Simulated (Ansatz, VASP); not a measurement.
## GaAs: VASP beside Ansatz

The input INCAR:

```
PREC = Accurate
ENCUT = 520
EDIFF = 1E-8
ISMEAR = -1
SIGMA = 0.05
LREAL = F
LASPH = T
NELM = 100
ALGO = Normal
ISIF = 2
LWAVE = F
LCHARG = F
GGA = PE
LEFG = T
NBANDS = 16
```

The input KPOINTS:

```
regular mesh
0
Gamma
  11 11 11
```

The input POSCAR:

```
GaAs
1.0
    0.0000000000      2.7696338872      2.7696338872
    2.7696338872      0.0000000000      2.7696338872
    2.7696338872      2.7696338872      0.0000000000
Ga As
1 1
Direct
    0.0000000000      0.0000000000      0.0000000000
    0.7500000000      0.7500000000      0.7500000000
```

Input for Ansatz:

```yaml
crystal:
  lattice:
    - [0.0, 2.7696338872, 2.7696338872]
    - [2.7696338872, 0.0, 2.7696338872]
    - [2.7696338872, 2.7696338872, 0.0]
  atoms:
    - { symbol: Ga, position: [0.0, 0.0, 0.0] }
    - { symbol: As, position: [0.75, 0.75, 0.75] }
kpoints:
  mp_grid: { grid: [11, 11, 11] }
scf:
  occupations: { method: fermi_dirac, width: 0.05 }
hamiltonian:
  xc: pbe
  pseudopotentials: { kind: paw }
output:
  forces: true
  stress: true
  eigenvalues: true
  efg: { contact_densities: true }
```

Change from the starting cell: volume scaled by 0.9405, PAW files.

Alike in both runs: task electric field gradients; functional PBE; k mesh 11 × 11 × 11; occupations fermi-dirac, width 0.05 eV; no spin polarisation.

|  | VASP | Ansatz |
| --- | --- | --- |
| version | VASP 6.6.1 | Ansatz 0.2.0 |
| potentials or method | VASP PAW PBE potentials, release 64 (Ga_d, As) | PAW with Ansatz's default frozen-core files, scalar-relativistic |
| plane-wave cutoff (eV) | 520 | 420 |
| valence electrons in the cell | 18 | 28 |

|  | VASP | Ansatz | Ansatz less VASP |
| --- | --- | --- | --- |
| pressure (GPa) | 8.9 | 8.6 | -0.24 |

VASP's potentials hold 18 valence electrons a cell and Ansatz's 28, so a difference there can come from the potentials and not from the codes.
